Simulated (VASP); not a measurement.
# Sr (Pm-3m) in VASP: a series of runs

The runs below take Sr through relaxation of cell and atoms, single point, with LDA.

Everything below comes from runs of VASP 6.6.1. Logs are shortened: lines on timing, memory, paths and dates and some standing lists are left out, and cuts for length are marked.

**1. The cell of the first run**

The structure is cubic, space group Pm-3m (No. 221). The conventional cell has a = 3.933 Å, b = 3.933 Å, c = 3.933 Å, α = 90.00°, β = 90.00°, γ = 90.00°. Within 5.2 Å of Sr (site symmetry m-3m) lie 6 Sr at 3.93 Å.

This isn't the form of Sr at room conditions, which is fcc.

**2. Relaxation of cell and atoms, LDA**

File INCAR:

```
SYSTEM = Sr
ALGO = Normal
EDIFF = 1E-6
EDIFFG = -0.01
ENCUT = 600
IBRION = 2
ISIF = 3
ISMEAR = -1
LASPH = .True.
LCHARG = .False.
LREAL = .False.
LWAVE = .False.
NELM = 60
NSW = 80
PREC = Accurate
SIGMA = 0.1
```

File KPOINTS:

```
k-points
0
Gamma
  8 8 8
  0 0 0
```

File POSCAR:

```
Sr
1.0
    3.9327266275      0.0000000000      0.0000000000
    0.0000000000      3.9327266275      0.0000000000
    0.0000000000      0.0000000000      3.9327266275
Sr
1
Direct
    0.0000000000      0.0000000000      0.0000000000
```

Potentials or basis: VASP PAW LDA potentials, release 64 (Sr_sv).

Command:

```
> cat potpaw_LDA.64/Sr_sv/POTCAR > POTCAR
> mpirun -np 1 vasp_std > vasp.out
```

OUTCAR:

```text
SYSTEM = Sr
   EDIFF = 1E-6
   EDIFFG = -0.01
   ENCUT = 600
   IBRION = 2
   ISIF = 3
   ISMEAR = -1
   LASPH = .True.
   LREAL = .False.
   NELM = 60
   NSW = 80
   PREC = Accurate

 ion  position               nearest neighbor table
   1  0.000  0.000  0.000-

  LATTYP: Found a simple cubic cell.
 ALAT       =     3.9327266275

  Lattice vectors:

 A1 = (   3.9327266275,   0.0000000000,   0.0000000000)
 A2 = (   0.0000000000,   3.9327266275,   0.0000000000)
 A3 = (   0.0000000000,   0.0000000000,   3.9327266275)

Analysis of symmetry for initial positions (statically):
=====================================================================
 Subroutine PRICEL returns:
 Original cell was already a primitive cell.

 Routine SETGRP: Setting up the symmetry group for a
 simple cubic supercell.

 Subroutine GETGRP returns: Found 48 space group operations
 (whereof 48 operations were pure point group operations)
 out of a pool of 48 trial point group operations.

The static configuration has the point symmetry O_h .

Analysis of symmetry for dynamics (positions and initial velocities):
=====================================================================
 Subroutine PRICEL returns:
 Original cell was already a primitive cell.

 Routine SETGRP: Setting up the symmetry group for a
 simple cubic supercell.

 Subroutine GETGRP returns: Found 48 space group operations
 (whereof 48 operations were pure point group operations)
 out of a pool of 48 trial point group operations.

The dynamic configuration has the point symmetry O_h .

 Subroutine INISYM returns: Found 48 space group operations
 (whereof 48 operations are pure point group operations),
 and found     1 'primitive' translations

----------------------------------------------------------------------------------------

                                     Primitive cell

  volume of cell :      60.8249

  direct lattice vectors                    reciprocal lattice vectors
     3.932726628  0.000000000  0.000000000     0.254276510  0.000000000  0.000000000
     0.000000000  3.932726628  0.000000000     0.000000000  0.254276510  0.000000000
     0.000000000  0.000000000  3.932726628     0.000000000  0.000000000  0.254276510

  length of vectors
     3.932726628  3.932726628  3.932726628     0.254276510  0.254276510  0.254276510

  position of ions in fractional coordinates (direct lattice)
     0.000000000  0.000000000  0.000000000

  ion indices of the primitive-cell ions
   primitive index   ion index
                 1           1

----------------------------------------------------------------------------------------

 KPOINTS: k-points

Automatic generation of k-mesh.
 Grid dimensions read from file:
 generate k-points for:    8    8    8

 Generating k-lattice:

  Cartesian coordinates                     Fractional coordinates (reciprocal lattice)
     0.031784564  0.000000000  0.000000000     0.125000000  0.000000000  0.000000000
     0.000000000  0.031784564  0.000000000     0.000000000  0.125000000  0.000000000
     0.000000000  0.000000000  0.031784564     0.000000000  0.000000000  0.125000000

  Length of vectors
     0.031784564  0.031784564  0.031784564

  Shift w.r.t. Gamma in fractional coordinates (k-lattice)
     0.000000000  0.000000000  0.000000000

 Subroutine IBZKPT returns following result:
 ===========================================

 Found     35 irreducible k-points:

 Following reciprocal coordinates:
            Coordinates               Weight
  0.000000  0.000000  0.000000      1.000000
  0.125000  0.000000  0.000000      6.000000
  0.250000  0.000000  0.000000      6.000000
  0.375000  0.000000  0.000000      6.000000
  0.500000  0.000000  0.000000      3.000000
  0.125000  0.125000  0.000000     12.000000
[... 16 lines left out ...]
  0.375000  0.375000  0.125000     24.000000
  0.500000  0.375000  0.125000     24.000000
 [... further k-points ...]
   k-points           NKPTS =     35   k-points in BZ     NKDIM =     35   number of bands    NBANDS=      9
   number of dos      NEDOS =    301   number of ions     NIONS =      1
   total plane-waves  NPLWV =  32768
   dimension x,y,z NGX =    32 NGY =   32 NGZ =   32
   dimension x,y,z NGXF=    64 NGYF=   64 NGZF=   64
   ions per type =               1
   NGX,Y,Z   is equivalent  to a cutoff of  13.53, 13.53, 13.53 a.u.
   NGXF,Y,Z  is equivalent  to a cutoff of  27.05, 27.05, 27.05 a.u.
 SYSTEM =  Sr
   PREC   = accura    normal or accurate (medium, high low for compatibility)
   ISTART =      0    job   : 0-new  1-cont  2-samecut
   ICHARG =      2    charge: 1-file 2-atom 10-const
   ISPIN  =      1    spin polarized calculation?
   LNONCOLLINEAR =      F non collinear calculations
   LSORBIT =      F    spin-orbit coupling
   LASPH  =      T    aspherical Exc in radial PAW
   ENCUT  =  600.0 eV  44.10 Ry    6.64 a.u.   7.85  7.85  7.85*2*pi/ulx,y,z
   NELM   =     60;   NELMIN=  2; NELMDL= -5     # of ELM steps
   EDIFF  = 0.1E-05   stopping-criterion for ELM
   LREAL  =      F    real-space projection
   EDIFFG = -.1E-01   stopping-criterion for IOM
   NSW    =     80    number of steps for IOM
   IBRION =      2    ionic relax: 0-MD 1-quasi-New 2-CG
   NFREE  =      1    steps in history (QN), initial steepest desc. (CG)
   ISIF   =      3    stress and relaxation
   ISYM   =      2    0-nonsym 1-usesym 2-fastsym
   POTIM  = 0.5000    time-step for ionic-motion
   TEBEG  =    0.0;   TEEND  =   0.0 temperature during run
   PSTRESS=    0.0 pullay stress
   NELECT =      10.0000    total number of electrons
   NUPDOWN=      -1.0000    fix difference up-down
   EMIN   =  10.00;   EMAX   =-10.00  energy-range for DOS
   EFERMI =   0.00;   METHOD = LEGACY
   ISMEAR =    -1;   SIGMA  =   0.10  broadening in eV -4-tet -1-fermi 0-gaus
   EFERMI_NEDOS =   21; number of points for ismear=-14 and -15
   IALGO  =     38    algorithm
   IMIX   =      4    mixing-type and parameters
     AMIX     =   0.40;   BMIX     =  1.00
     AMIX_MAG =   1.60;   BMIX_MAG =  1.00
  volume/ion in A,a.u.               =      60.82       410.47
  Fermi-wavevector in a.u.,A,eV,Ry     =   0.896839  1.694780 10.943437  0.804320
  Thomas-Fermi vector in A             =   2.019348
   LORBIT       =      0    0 simple, 1 ext, 2 COOP (PROOUT), +10 PAW based schemes
   GGA     = CA    functional components
   LHFCALC =     F    Hartree Fock is set to
   AEXX    =    0.0000 exact exchange contribution
   IVDW    =     0    specifies the selected vdW correction
   LEPSILON=     F    determine dielectric tensor
   LRPA    =     F    only Hartree local field effects (RPA)
 conjugate gradient relaxation of ions
 non-spin polarized calculation
  energy-cutoff  :      600.00
  volume of cell :       60.82
 maximum number of plane-waves:      2048
 NGX is ok and might be reduce to    32
   NGX = 15   NGY = 15   NGZ = 15

--------------------------------------- Ionic step        1  -------------------------------------------

 number of electron      10.0000000 magnetization

 Free energy of the ion-electron system (eV)
  ---------------------------------------------------
  ext. energy  EPLUGINS =         0.00000000
  ---------------------------------------------------
  free energy    TOTEN  =        -1.48214174 eV

  energy without entropy =       -1.43855732  energy(sigma->0) =       -1.46034953

------------------------ aborting loop because EDIFF is reached ----------------------------------------

  FORCE on cell =-STRESS in cart. coord.  units (eV):
  Direction    XX          YY          ZZ          XY          YZ          ZX
  --------------------------------------------------------------------------------------
  -------------------------------------------------------------------------------------
  Total       -0.4816073     -0.4816073     -0.4816073      0.0000000     -0.0000000     -0.0000000
  in kB      -12.6859329    -12.6859329    -12.6859329      0.0000000     -0.0000000     -0.0000000
  external PRESSURE =     -12.6859329 kB  Pullay stress =       0.0000000 kB
[... 125 lines left out ...]
  energy  without entropy=       -1.4959245015  energy(sigma->0) =       -1.51446491

--------------------------------------- Ionic step        5  -------------------------------------------

 number of electron      10.0000000 magnetization

 Free energy of the ion-electron system (eV)
  ---------------------------------------------------
  ext. energy  EPLUGINS =         0.00000000
  ---------------------------------------------------
  free energy    TOTEN  =        -1.53303844 eV

  energy without entropy =       -1.49562539  energy(sigma->0) =       -1.51433192

 E-fermi :   1.5982     XC(G=0):  -7.8892

 val. band max:        1.5942323394   @ k =   0.5000   0.1250   0.0000
 cond. band min:       1.6439639062   @ k =   0.5000   0.2500   0.1250
 fundamental gap:      0.0497315668
 Fermi energy:         1.5981687121

 k-point     1 :       0.0000    0.0000    0.0000
  band No.  band energies     occupation
      1     -34.7950      2.00000
      2     -16.6819      2.00000
      3     -16.6819      2.00000
      4     -16.6819      2.00000
      5      -1.9540      2.00000
      6       2.1934      0.00519
      7       2.1934      0.00519
      8       7.1000      0.00000
      9       7.1000      0.00000
[... 265 lines left out ...]
 k-point    24 :       0.5000    0.3750    0.1250
  band No.  band energies     occupation
      1     -34.7274      2.00000
      2     -17.0730      2.00000
      3     -17.0037      2.00000
      4     -16.6721      2.00000
      5       1.1557      1.97633
      6       2.4073      0.00061
      7       3.7284      0.00000
      8       3.9658      0.00000
      9       5.6612      0.00000

 [... further k-points ...]

------------------------ aborting loop because EDIFF is reached ----------------------------------------

  FORCE on cell =-STRESS in cart. coord.  units (eV):
  Direction    XX          YY          ZZ          XY          YZ          ZX
  --------------------------------------------------------------------------------------
  -------------------------------------------------------------------------------------
  Total       -0.0021450     -0.0021450     -0.0021450     -0.0000000      0.0000000     -0.0000000
  in kB       -0.0696871     -0.0696871     -0.0696871     -0.0000000      0.0000000     -0.0000000
  external PRESSURE =      -0.0696871 kB  Pullay stress =       0.0000000 kB
[... 16 lines left out ...]
  FREE ENERGIE OF THE ION-ELECTRON SYSTEM (eV)
  ---------------------------------------------------
  free  energy   TOTEN  =        -1.5330384421 eV

  energy  without entropy=       -1.4956253903  energy(sigma->0) =       -1.51433192

 reached required accuracy - stopping structural energy minimisation
```

It took 44 s on 1 thread of Intel Xeon Platinum 8488C (Sapphire Rapids), shared host; peak memory 0.18 GiB.

Results:

* Free energy: -1.5330 eV
* Relaxed volume: 49.32 Å³/atom
* Relaxed cell: a = 3.667 Å, b = 3.667 Å, c = 3.667 Å, α = 90.00°, β = 90.00°, γ = 90.00°
* Space group after relaxing (to 0.1 Å): Pm-3m (No. 221)
* Energy gained by relaxing: 50.9 meV/atom
* Ionic steps: 5
* Pressure after relaxing: 0.0 GPa
* Band gap on the k mesh: zero (bands 5 and 6 overlap by 0.69 eV)

Step by step:
```tsv
step	energy change (eV)	largest force (eV/Å)	pressure (GPa)	volume (Å³)
1	0.0000	0.0000	-1.27	60.82
2	-0.0284	0.0000	-0.91	56.68
3	-0.0489	0.0000	-0.32	51.42
4	-0.0509	0.0000	0.04	49.08
5	-0.0509	0.0000	-0.01	49.32
```

Final structure:
```cif
data_structure
_symmetry_space_group_name_H-M 'P 1'
_symmetry_Int_Tables_number 1
_cell_length_a 3.6671
_cell_length_b 3.6671
_cell_length_c 3.6671
_cell_angle_alpha 90.000
_cell_angle_beta 90.000
_cell_angle_gamma 90.000
_cell_volume 49.32
loop_
_atom_site_label
_atom_site_type_symbol
_atom_site_fract_x
_atom_site_fract_y
_atom_site_fract_z
_atom_site_occupancy
Sr1 Sr 0.00000 0.00000 0.00000 1
```

Levels at points of the mesh, in eV from the Fermi level:
| k point | band 3 | band 4 | band 5 | band 6 | band 7 | band 8 |
| --- | --- | --- | --- | --- | --- | --- |
| (0.00, 0.00, 0.00) | -18.28 | -18.28 | -3.55 | 0.60 | 0.60 | 5.50 |
| (0.50, 0.00, 0.00) | -18.24 | -18.24 | -1.20 | 0.09 | 1.23 | 3.32 |
| (0.50, 0.50, 0.00) | -18.67 | -18.20 | -0.67 | 0.80 | 2.86 | 2.86 |
| (0.50, 0.50, 0.50) | -18.61 | -18.61 | 0.44 | 0.44 | 0.44 | 4.88 |

Caveat: the volume moved by over 15 % at a fixed basis, so the end points are rough.

**3. Single point, LDA, non-collinear spin, zero start, spin-orbit coupling**

This run uses another cell than the first one, of 49.38 Å³/atom.

File INCAR:

```
PREC = Accurate
ENCUT = 520
EDIFF = 1E-6
ISMEAR = -1
SIGMA = 0.1
LREAL = False
LASPH = True
NELM = 150
ALGO = Normal
ISIF = 2
LWAVE = False
LCHARG = False
LNONCOLLINEAR = True
MAGMOM = 0 0 0
LORBIT = 11
LSORBIT = True
GGA_COMPAT = False
LORBMOM = True
NBANDS = 21
```

File KPOINTS:

```
Automatic mesh
0
Gamma
  9 9 9
```

File POSCAR:

```
Sr
1.0
    3.6686451922      0.0000000000      0.0000000000
    0.0000000000      3.6686451922      0.0000000000
    0.0000000000      0.0000000000      3.6686451922
Sr
1
Direct
    0.0000000000      0.0000000000      0.0000000000
```

Potentials or basis: VASP PAW LDA potentials, release 64 (Sr_sv).

Command:

```
> cat potpaw_LDA.64/Sr_sv/POTCAR > POTCAR
> mpirun -np 1 vasp_ncl > vasp.out
```

OUTCAR:

```text
PREC = Accurate
   ENCUT = 520
   EDIFF = 1E-6
   ISMEAR = -1
   LREAL = False
   LASPH = True
   NELM = 150
   ISIF = 2
   LNONCOLLINEAR = True
   LORBIT = 11
   LSORBIT = True

 ion  position               nearest neighbor table
   1  0.000  0.000  0.000-

  LATTYP: Found a simple cubic cell.
 ALAT       =     3.6686451922

  Lattice vectors:

 A1 = (   3.6686451922,   0.0000000000,   0.0000000000)
 A2 = (   0.0000000000,   3.6686451922,   0.0000000000)
 A3 = (   0.0000000000,   0.0000000000,   3.6686451922)

Analysis of symmetry for initial positions (statically):
=====================================================================
 Subroutine PRICEL returns:
 Original cell was already a primitive cell.

[... 823 lines left out ...]
 ----------------------------------------
            0.000   0.000   0.000

 Spin-Orbit-Coupling matrix elements

 Ion:    1  E_soc:     -0.1984010
 l=   1
     0.0000000    -0.0330428    -0.0330428
    -0.0330428     0.0000000    -0.0330428
    -0.0330428    -0.0330428     0.0000000
 l=   2
     0.0000000    -0.0000199     0.0000000    -0.0000199    -0.0000042
    -0.0000199     0.0000000    -0.0000031    -0.0000199    -0.0000010
     0.0000000    -0.0000031     0.0000000    -0.0000031     0.0000000
    -0.0000199    -0.0000199    -0.0000031     0.0000000    -0.0000010
    -0.0000042    -0.0000010     0.0000000    -0.0000010     0.0000000
 l=   3
     0.0000000     0.0000000     0.0000000     0.0000000     0.0000000     0.0000000     0.0000000
     0.0000000     0.0000000     0.0000000     0.0000000     0.0000000     0.0000000     0.0000000
     0.0000000     0.0000000     0.0000000     0.0000000     0.0000000     0.0000000     0.0000000
     0.0000000     0.0000000     0.0000000     0.0000000     0.0000000     0.0000000     0.0000000
     0.0000000     0.0000000     0.0000000     0.0000000     0.0000000     0.0000000     0.0000000
     0.0000000     0.0000000     0.0000000     0.0000000     0.0000000     0.0000000     0.0000000
     0.0000000     0.0000000     0.0000000     0.0000000     0.0000000     0.0000000     0.0000000

 total charge

# of ion       s       p       d       tot
------------------------------------------
    1        2.069   5.727   0.196   7.992

 magnetization (x)

# of ion       s       p       d       tot
------------------------------------------
    1        0.000   0.000  -0.000  -0.000

 magnetization (y)

# of ion       s       p       d       tot
------------------------------------------
    1       -0.000   0.000  -0.000  -0.000

 magnetization (z)

# of ion       s       p       d       tot
------------------------------------------
    1       -0.000   0.000   0.000  -0.000
```

stdout:

```text
POSCAR found type information on POSCAR Sr
 POSCAR found :  1 types and       1 ions
 scaLAPACK will be used
 LDA part: xc-table for (Slater(with rela. corr.)+CA(PZ))
 , standard interpolation
 POSCAR, INCAR and KPOINTS ok, starting setup
 FFT: planning ... GRIDC
 FFT: planning ... GRID_SOFT
 FFT: planning ... GRID
 WAVECAR not read
 entering main loop
```

It took 52 s on 1 thread of Intel Xeon Platinum 8488C (Sapphire Rapids), shared host; peak memory 0.23 GiB.

What came out:

```yaml
Free_energy: -1.6299 eV
Pressure: -0.1 GPa
Net_moment: 0.00 μB per cell
Valence_electrons_inside_the_program's_atomic_spheres: Sr 7.99
```

Moments on the atoms (μB; x, y, z):
```
Sr  0.00 0.00 0.00
```
